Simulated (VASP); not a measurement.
A run of VASP 6.6.1 is set up as follows.

File INCAR:

```
SYSTEM = Li27F
PREC = Accurate
ENCUT = 520
EDIFF = 1E-6
ISMEAR = 0
SIGMA = 0.05
LREAL = Auto
LASPH = .True.
NELM = 80
ALGO = Normal
ISIF = 2
LWAVE = .False.
LCHARG = .True.
LELF = .True.
LVHAR = .True.
NBANDS = 64
```

KPOINTS

```
Automatic mesh
0
Gamma
  3 3 1
  0 0 0
```

Contents of POSCAR:

```
Li27F
1.0
   10.4700000000      0.0000000000      0.0000000000
    0.0000000000     10.4700000000      0.0000000000
    0.0000000000      0.0000000000     16.4900000000
Li F
27 1
Direct
    0.0000000000      0.0000000000      0.0606428138
    0.3333333333      0.0000000000      0.0606428138
    0.6666666667      0.0000000000      0.0606428138
    0.0000000000      0.3333333333      0.0606428138
    0.3333333333      0.3333333333      0.0606428138
    0.6666666667      0.3333333333      0.0606428138
    0.0000000000      0.6666666667      0.0606428138
    0.3333333333      0.6666666667      0.0606428138
    0.6666666667      0.6666666667      0.0606428138
    0.1706978032      0.1642228271      0.1619973317
    0.4959249284      0.1643141356      0.1620896907
    0.8332821394      0.1449825215      0.1747600970
    0.1715668577      0.4999984718      0.1584261371
    0.4949538682      0.4999915950      0.1583813220
    0.8331373448      0.4999774594      0.1619093996
    0.1706996180      0.8357456543      0.1619713766
    0.4959061127      0.8356537727      0.1620765312
    0.8332939828      0.8550339064      0.1747832626
   -0.0001335244     -0.0000170010      0.2655503335
    0.3331636103     -0.0000558739      0.2659409945
    0.6666651385      0.0000200573      0.2656017586
    0.0100600764      0.3428317096      0.2584714372
    0.3333875836      0.3344545368      0.2640873863
    0.6567875836      0.3430029608      0.2585835658
    0.0099857689      0.6571255969      0.2584810188
    0.3333403056      0.6656012416      0.2640737417
    0.6569057307      0.6569409742      0.2585730746
    0.8332561605      0.9999964661      0.2432697392
```

Potentials or basis: VASP PAW LDA potentials, release 64 (Li_sv, F).

The run is started by

```bash
$ cat potpaw_LDA.64/Li_sv/POTCAR potpaw_LDA.64/F/POTCAR > POTCAR
$ mpirun -np 1 vasp_std > vasp.out
```

(1) Estimate the largest force.

(2) What does it give for the band gap on the k mesh?

Results:

(1) 0.142 eV/Å.

(2) zero (bands 44 and 45 overlap by 0.05 eV).
